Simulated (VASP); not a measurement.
# WSe2 in VASP: further runs

WSe2 is run at these levels: PBE, r2SCAN; tasks: single point.

Program: VASP 6.6.1. These are calculated values, not measurements. Logs are shortened: lines on timing, memory, paths and dates and some standing lists are left out, and cuts for length are marked.

### 1 The cell of the first run

The structure is hexagonal, space group P-6m2 (No. 187). Conventional cell: a = 3.204 Å, b = 3.204 Å, c = 7.184 Å, α = 90.00°, β = 90.00°, γ = 120.00°. Within 3.3 Å of W (site symmetry -6m2) lie 6 Se at 2.51 Å and 6 W at 3.20 Å. Within 3.5 Å of Se (site symmetry 3m) lie 3 W at 2.51 Å and 7 Se at 3.20 to 3.40 Å.

### 2 Single point, PBE (biaxial xy strain -2.8%)

Contents of INCAR:

```
PREC     = Accurate       # precision mode
ENCUT    = 520            # plane-wave cutoff, eV
EDIFF    = 1E-6           # SCF threshold, eV
ISMEAR   = -1             # smearing method
SIGMA    = 0.02           # smearing width, eV
LREAL    = False          # projectors in reciprocal space
LASPH    = True           # aspherical terms in the spheres
NELM     = 60             # most SCF steps
ALGO     = Normal         # electronic algorithm
ISIF     = 2              # what is computed and relaxed
LWAVE    = False          # write WAVECAR
LCHARG   = False          # write CHGCAR
GGA      = PE             # functional
NBANDS   = 20             # bands
```

Contents of KPOINTS:

```
Automatic mesh
0
Gamma
  12 12 4
```

Contents of POSCAR:

```
WSe2
1.0
    3.2039016103      0.0000000000      0.0000000000
   -1.6019508051      2.7746601857      0.0000000000
    0.0000000000      0.0000000000      7.1842669523
W Se
1 2
Direct
    0.0000000000      0.0000000000      0.0000000000
    0.3333333333      0.6666666667      0.2366526854
    0.3333333333      0.6666666667      0.7633473146
```

Potentials or basis: VASP PAW PBE potentials, release 64 (W_sv, Se).

Run with:

```sh
$ cat potpaw_PBE.64/W_sv/POTCAR potpaw_PBE.64/Se/POTCAR > POTCAR
$ mpirun -np 1 vasp_std > vasp.out
```

OUTCAR:

```text
PREC = Accurate
   ENCUT = 520
   EDIFF = 1E-6
   ISMEAR = -1
   LREAL = False
   LASPH = True
   NELM = 60
   ISIF = 2
   GGA = PE

 ion  position               nearest neighbor table
   1  0.000  0.000  0.000-   2 2.51   3 2.51   2 2.51   3 2.51   2 2.51   3 2.51
   2  0.333  0.667  0.237-   1 2.51   1 2.51   1 2.51
   3  0.333  0.667  0.763-   1 2.51   1 2.51   1 2.51

  LATTYP: Found a hexagonal cell.
 ALAT       =     3.2039016103
 C/A-ratio  =     2.2423494308

  Lattice vectors:

 A1 = (   3.2039016103,   0.0000000000,   0.0000000000)
 A2 = (  -1.6019508051,   2.7746601857,   0.0000000000)
 A3 = (   0.0000000000,   0.0000000000,   7.1842669523)

Analysis of symmetry for initial positions (statically):
=====================================================================
 Subroutine PRICEL returns:
 Original cell was already a primitive cell.

 Routine SETGRP: Setting up the symmetry group for a
 hexagonal supercell.

 Subroutine GETGRP returns: Found 12 space group operations
 (whereof 12 operations were pure point group operations)
 out of a pool of 24 trial point group operations.

The static configuration has the point symmetry D_3h.

Analysis of symmetry for dynamics (positions and initial velocities):
=====================================================================
 Subroutine PRICEL returns:
 Original cell was already a primitive cell.

 Routine SETGRP: Setting up the symmetry group for a
 hexagonal supercell.

 Subroutine GETGRP returns: Found 12 space group operations
 (whereof 12 operations were pure point group operations)
 out of a pool of 24 trial point group operations.

The dynamic configuration has the point symmetry D_3h.

 Subroutine INISYM returns: Found 12 space group operations
 (whereof 12 operations are pure point group operations),
 and found     1 'primitive' translations

----------------------------------------------------------------------------------------

                                     Primitive cell

  volume of cell :      63.8663

  direct lattice vectors                    reciprocal lattice vectors
     3.203901610  0.000000000  0.000000000     0.312119447  0.180202247  0.000000000
    -1.601950805  2.774660186  0.000000000     0.000000000  0.360404494  0.000000000
     0.000000000  0.000000000  7.184266952     0.000000000  0.000000000  0.139193046

  length of vectors
     3.203901610  3.203901610  7.184266952     0.360404494  0.360404494  0.139193046

  position of ions in fractional coordinates (direct lattice)
     0.000000000  0.000000000  0.000000000
     0.333333333  0.666666667  0.236652685
     0.333333333  0.666666667  0.763347315

  ion indices of the primitive-cell ions
   primitive index   ion index
                 1           1
                 2           2
                 3           3

----------------------------------------------------------------------------------------

 KPOINTS: Automatic mesh

Automatic generation of k-mesh.
 Grid dimensions read from file:
 generate k-points for:   12   12    4

 Generating k-lattice:

  Cartesian coordinates                     Fractional coordinates (reciprocal lattice)
     0.026009954  0.015016854  0.000000000     0.083333333  0.000000000  0.000000000
     0.000000000  0.030033708  0.000000000     0.000000000  0.083333333  0.000000000
     0.000000000  0.000000000  0.034798261     0.000000000  0.000000000  0.250000000

  Length of vectors
     0.030033708  0.030033708  0.034798261

  Shift w.r.t. Gamma in fractional coordinates (k-lattice)
     0.000000000  0.000000000  0.000000000

 Subroutine IBZKPT returns following result:
 ===========================================

 Found     57 irreducible k-points:

 Following reciprocal coordinates:
            Coordinates               Weight
  0.000000  0.000000  0.000000      1.000000
  0.083333  0.000000  0.000000      6.000000
  0.166667  0.000000  0.000000      6.000000
  0.250000  0.000000  0.000000      6.000000
  0.333333  0.000000  0.000000      6.000000
  0.416667  0.000000  0.000000      6.000000
[... 16 lines left out ...]
  0.250000  0.000000  0.250000     12.000000
  0.333333  0.000000  0.250000     12.000000
 [... further k-points ...]
   k-points           NKPTS =     57   k-points in BZ     NKDIM =     57   number of bands    NBANDS=     20
   number of dos      NEDOS =    301   number of ions     NIONS =      3
   total plane-waves  NPLWV =  31104
   dimension x,y,z NGX =    24 NGY =   24 NGZ =   54
   dimension x,y,z NGXF=    48 NGYF=   48 NGZF=  108
   ions per type =               1   2
   NGX,Y,Z   is equivalent  to a cutoff of  12.45, 12.45, 12.50 a.u.
   NGXF,Y,Z  is equivalent  to a cutoff of  24.91, 24.91, 24.99 a.u.
 SYSTEM =  unknown system
   PREC   = accura    normal or accurate (medium, high low for compatibility)
   ISTART =      0    job   : 0-new  1-cont  2-samecut
   ICHARG =      2    charge: 1-file 2-atom 10-const
   ISPIN  =      1    spin polarized calculation?
   LNONCOLLINEAR =      F non collinear calculations
   LSORBIT =      F    spin-orbit coupling
   LASPH  =      T    aspherical Exc in radial PAW
   ENCUT  =  520.0 eV  38.22 Ry    6.18 a.u.   5.96  5.96 13.36*2*pi/ulx,y,z
   NELM   =     60;   NELMIN=  2; NELMDL= -5     # of ELM steps
   EDIFF  = 0.1E-05   stopping-criterion for ELM
   LREAL  =      F    real-space projection
   EDIFFG = 0.1E-04   stopping-criterion for IOM
   NSW    =      0    number of steps for IOM
   IBRION =     -1    ionic relax: 0-MD 1-quasi-New 2-CG
   NFREE  =      0    steps in history (QN), initial steepest desc. (CG)
   ISIF   =      2    stress and relaxation
   ISYM   =      2    0-nonsym 1-usesym 2-fastsym
   POTIM  = 0.5000    time-step for ionic-motion
   TEBEG  =    0.0;   TEEND  =   0.0 temperature during run
   PSTRESS=    0.0 pullay stress
   NELECT =      26.0000    total number of electrons
   NUPDOWN=      -1.0000    fix difference up-down
   EMIN   =  10.00;   EMAX   =-10.00  energy-range for DOS
   EFERMI =   0.00;   METHOD = LEGACY
   ISMEAR =    -1;   SIGMA  =   0.02  broadening in eV -4-tet -1-fermi 0-gaus
   EFERMI_NEDOS =   21; number of points for ismear=-14 and -15
   IALGO  =     38    algorithm
   IMIX   =      4    mixing-type and parameters
     AMIX     =   0.40;   BMIX     =  1.00
     AMIX_MAG =   1.60;   BMIX_MAG =  1.00
  volume/ion in A,a.u.               =      21.29       143.66
  Fermi-wavevector in a.u.,A,eV,Ry     =   1.213320  2.292843 20.029765  1.472146
  Thomas-Fermi vector in A             =   2.348776
   LORBIT       =      0    0 simple, 1 ext, 2 COOP (PROOUT), +10 PAW based schemes
   GGA     = PE    functional components
   LHFCALC =     F    Hartree Fock is set to
   AEXX    =    0.0000 exact exchange contribution
   IVDW    =     0    specifies the selected vdW correction
   LEPSILON=     F    determine dielectric tensor
   LRPA    =     F    only Hartree local field effects (RPA)
 non-spin polarized calculation
  energy-cutoff  :      520.00
  volume of cell :       63.87
 maximum number of plane-waves:      1752
 NGX is ok and might be reduce to    24
   NGX = 11   NGY = 11   NGZ = 27

 number of electron      26.0000002 magnetization

 Free energy of the ion-electron system (eV)
  ---------------------------------------------------
  ext. energy  EPLUGINS =         0.00000000
  ---------------------------------------------------
  free energy    TOTEN  =       -21.46504046 eV

  energy without entropy =      -21.46504046  energy(sigma->0) =      -21.46504046

 E-fermi :   5.8880     XC(G=0): -10.2793

 val. band max:        5.4927105078   @ k =   0.3333   0.3333   0.5000
 cond. band min:       6.7019665080   @ k =   0.1667   0.1667   0.0000
 fundamental gap:      1.2092560002
 Fermi energy:         5.8880277096

 k-point     1 :       0.0000    0.0000    0.0000
  band No.  band energies     occupation
      1     -68.4749      2.00000
      2     -32.7886      2.00000
      3     -32.5680      2.00000
      4     -32.5680      2.00000
      5      -9.6987      2.00000
      6      -8.3381      2.00000
[... 12 lines left out ...]
     19      12.8673      0.00000
     20      14.3516      0.00000

 k-point     2 :       0.0833    0.0000    0.0000
  band No.  band energies     occupation
      1     -68.4738      2.00000
      2     -32.7846      2.00000
      3     -32.5890      2.00000
      4     -32.5728      2.00000
      5      -9.5824      2.00000
      6      -8.2774      2.00000
[... 12 lines left out ...]
     19      13.1459      0.00000
     20      14.9795      0.00000

 k-point     3 :       0.1667    0.0000    0.0000
  band No.  band energies     occupation
      1     -68.4710      2.00000
      2     -32.7736      2.00000
      3     -32.6460      2.00000
      4     -32.5862      2.00000
      5      -9.2475      2.00000
      6      -8.1030      2.00000
[... 12 lines left out ...]
     19      14.0265      0.00000
     20      14.7569      0.00000

 k-point     4 :       0.2500    0.0000    0.0000
  band No.  band energies     occupation
      1     -68.4672      2.00000
      2     -32.7586      2.00000
      3     -32.7229      2.00000
      4     -32.6043      2.00000
      5      -8.7388      2.00000
      6      -7.8407      2.00000
[... 12 lines left out ...]
     19      13.6836      0.00000
     20      14.3406      0.00000

 k-point     5 :       0.3333    0.0000    0.0000
  band No.  band energies     occupation
      1     -68.4634      2.00000
      2     -32.7989      2.00000
      3     -32.7435      2.00000
      4     -32.6223      2.00000
      5      -8.1431      2.00000
      6      -7.5422      2.00000
[... 12 lines left out ...]
     19      12.5862      0.00000
     20      13.5087      0.00000
[... 353 lines left out ...]
      6      -8.3408      2.00000
[... 12 lines left out ...]
     19      13.1537      0.00000
     20      14.8198      0.00000

 k-point    22 :       0.1667    0.0000    0.2500
  band No.  band energies     occupation
      1     -68.4710      2.00000
      2     -32.7736      2.00000
      3     -32.6460      2.00000
      4     -32.5861      2.00000
      5      -9.2112      2.00000
      6      -8.1625      2.00000
[... 12 lines left out ...]
     19      13.8504      0.00000
     20      14.8144      0.00000

 k-point    23 :       0.2500    0.0000    0.2500
  band No.  band energies     occupation
      1     -68.4672      2.00000
      2     -32.7586      2.00000
      3     -32.7229      2.00000
      4     -32.6043      2.00000
      5      -8.7026      2.00000
      6      -7.8941      2.00000
[... 12 lines left out ...]
     19      13.4702      0.00000
     20      14.4165      0.00000

 k-point    24 :       0.3333    0.0000    0.2500
  band No.  band energies     occupation
      1     -68.4634      2.00000
      2     -32.7989      2.00000
      3     -32.7435      2.00000
      4     -32.6223      2.00000
      5      -8.1080      2.00000
      6      -7.5880      2.00000
[... 12 lines left out ...]
     19      12.6428      0.00000
     20      13.6323      0.00000

 [... further k-points ...]

------------------------ aborting loop because EDIFF is reached ----------------------------------------

  FORCE on cell =-STRESS in cart. coord.  units (eV):
  Direction    XX          YY          ZZ          XY          YZ          ZX
  --------------------------------------------------------------------------------------
  -------------------------------------------------------------------------------------
  Total        3.9097495      3.9097495      2.0967871      0.0000000     -0.0000000      0.0000000
  in kB       98.0817206     98.0817206     52.6009386      0.0000000     -0.0000000      0.0000000
  external PRESSURE =      82.9214600 kB  Pullay stress =       0.0000000 kB

 VOLUME and BASIS-vectors are now :
 -----------------------------------------------------------------------------
  energy-cutoff  :      520.00
  volume of cell :       63.87
      direct lattice vectors                 reciprocal lattice vectors
     3.203901610  0.000000000  0.000000000     0.312119447  0.180202247  0.000000000
    -1.601950805  2.774660186  0.000000000     0.000000000  0.360404494  0.000000000
     0.000000000  0.000000000  7.184266952     0.000000000  0.000000000  0.139193046

 POSITION                                       TOTAL-FORCE (eV/Angst)
 -----------------------------------------------------------------------------------
      0.00000      0.00000      0.00000        -0.000000      0.000000      0.000000
     -0.00000      1.84977      1.70018         0.000000      0.000000      0.374116
     -0.00000      1.84977      5.48409         0.000000     -0.000000     -0.374116
 -----------------------------------------------------------------------------------
    total drift:                                0.000000     -0.000000     -0.000000

  FREE ENERGIE OF THE ION-ELECTRON SYSTEM (eV)
  ---------------------------------------------------
  free  energy   TOTEN  =       -21.4650404614 eV

  energy  without entropy=      -21.4650404614  energy(sigma->0) =      -21.46504046
```

Run time: 45 s. Hardware: 1 thread of Intel Xeon 8259CL, shared host; peak memory 0.22 GiB.

What came out:

```
Free energy            : -21.4650 eV
Pressure               : 8.3 GPa
Largest force          : 0.374 eV/Å
Band gap on the k mesh : 1.21 eV (least direct gap 1.95 eV)
```

Forces in eV/Å, atoms in the order of the input:
```
W    0.000  0.000  0.000
Se   0.000  0.000  0.374
Se   0.000  0.000 -0.374
```

Stress tensor (GPa, compression positive):
```
9.81 0.00 0.00
0.00 9.81 0.00
0.00 0.00 5.26
```

Caveat: the cell differs from its parent crystal (biaxial xy strain -2.8%); the cell stands under pressure; spin-orbit coupling is left out, which moves the levels of the heavy elements; this functional lacks dispersion, which binds the layers, so the pressure and a relaxed spacing across them are unreliable. A k mesh can miss the band edges.

[end of part 1 of 2]
